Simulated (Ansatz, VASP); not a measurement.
**Au: VASP beside Ansatz**

POSCAR

```
Au
1.0
    0.0000000000      2.0455000000      2.0455000000
    2.0455000000      0.0000000000      2.0455000000
    2.0455000000      2.0455000000      0.0000000000
Au
1
Direct
    0.0000000000      0.0000000000      0.0000000000
```

File INCAR.step1:

```
SYSTEM = Au
  ALGO = Normal
  EDIFF = 1E-5
  ENCUT = 550
  GGA = PE
  GGA_COMPAT = .False.
  ISMEAR = 0
  LASPH = .True.
  LCHARG = .False.
  LREAL = .False.
  LWAVE = .True.
  NBANDS = 12
  NELM = 120
  PREC = Accurate
  SIGMA = 0.1
```

INCAR.step2

```
SYSTEM = Au
  ALGO = Normal
  EDIFF = 1E-6
  ENCUT = 550
  GGA_COMPAT = .False.
  ISIF = 2
  ISMEAR = 0
  ISTART = 1
  LASPH = .True.
  LCHARG = .False.
  LMIXTAU = .True.
  LREAL = .False.
  LWAVE = .False.
  METAGGA = R2SCAN
  NBANDS = 12
  NELM = 120
  PREC = Accurate
  SIGMA = 0.1
```

Contents of KPOINTS:

```
k-points
0
Gamma
  8 8 8
  0 0 0
```

Input for Ansatz:

```yaml
crystal:
  lattice:
    - [0.0, 2.0455, 2.0455]
    - [2.0455, 0.0, 2.0455]
    - [2.0455, 2.0455, 0.0]
  atoms:
    - { symbol: Au, position: [0.0, 0.0, 0.0] }
basis:
  ecutwfc: 500
kpoints:
  mp_grid: { grid: [8, 8, 8] }
hamiltonian:
  xc: r2scan
scf:
  occupations: { method: gaussian, width: 0.1 }
output:
  forces: true
  stress: true
  eigenvalues: true
```

Alike in both runs: task single point; functional r2SCAN; k mesh 8 × 8 × 8; occupations gaussian, width 0.1 eV; no spin polarisation.

```csv
,VASP,Ansatz
version,VASP 6.6.1,Ansatz 0.2.0
potentials or method,"VASP PAW PBE potentials, release 64 (Au), cutoff 550 eV","scalar-relativistic, plane waves, PAW"
valence electrons in the cell,11,19
```

Ansatz gave:

```
gap on the k mesh at the Fermi level (eV) : none
pressure (GPa)                            : 4.9
```

**Question.** Estimate VASP's values.

**Answer.** gap on the k mesh at the Fermi level (eV): none; pressure (GPa): 5.3.

VASP's potentials were made for PBE, not for r2SCAN. A gap of «none» marks a metal or a gap that the smearing closes. VASP's potentials hold 11 valence electrons a cell and Ansatz's 19, so a difference there can come from the potentials and not from the codes.

Neither program's run includes spin-orbit coupling.
